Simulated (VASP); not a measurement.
Input of a VASP 6.6.1 run:

The input INCAR:

```
SYSTEM = Nb
PREC     = Accurate       ! precision mode
ENCUT    = 500            ! plane-wave cutoff, eV
EDIFF    = 1E-6           ! SCF threshold, eV
ISMEAR   = -1             ! smearing method
SIGMA    = 0.05           ! smearing width, eV
LREAL    = .FALSE.        ! projectors in reciprocal space
LASPH    = .TRUE.         ! aspherical terms in the spheres
NELM     = 120            ! most SCF steps
ALGO     = Normal         ! electronic algorithm
ISIF     = 2              ! what is computed and relaxed
LWAVE    = .FALSE.        ! write WAVECAR
LCHARG   = .FALSE.        ! write CHGCAR
GGA      = PE             ! functional
IVDW     = 13             ! dispersion correction
NBANDS   = 12             ! bands
GGA_COMPAT= .FALSE.
```

KPOINTS

```
regular mesh
0
G
  11 11 11
  0 0 0
```

Contents of POSCAR:

```
Nb
1.0
   -1.6481424355      1.6481424355      1.6481424355
    1.6481424355     -1.6481424355      1.6481424355
    1.6481424355      1.6481424355     -1.6481424355
Nb
1
Direct
    0.0000000000      0.0000000000      0.0000000000
```

Potentials or basis: VASP PAW PBE potentials, release 64 (Nb_sv).

The run is started by

```bash
$ cat potpaw_PBE.64/Nb_sv/POTCAR > POTCAR
$ mpirun -np 1 vasp_std > vasp.out
```

**Question.** What does it give for the band gap on the k mesh?

**Answer.** Zero (an odd number of electrons rules out a gap without spin polarisation).

**Question.** What does it give for the pressure?

**Answer.** -0.4 GPa.

**Question.** Estimate the dispersion energy per atom.

**Answer.** -0.336 eV.
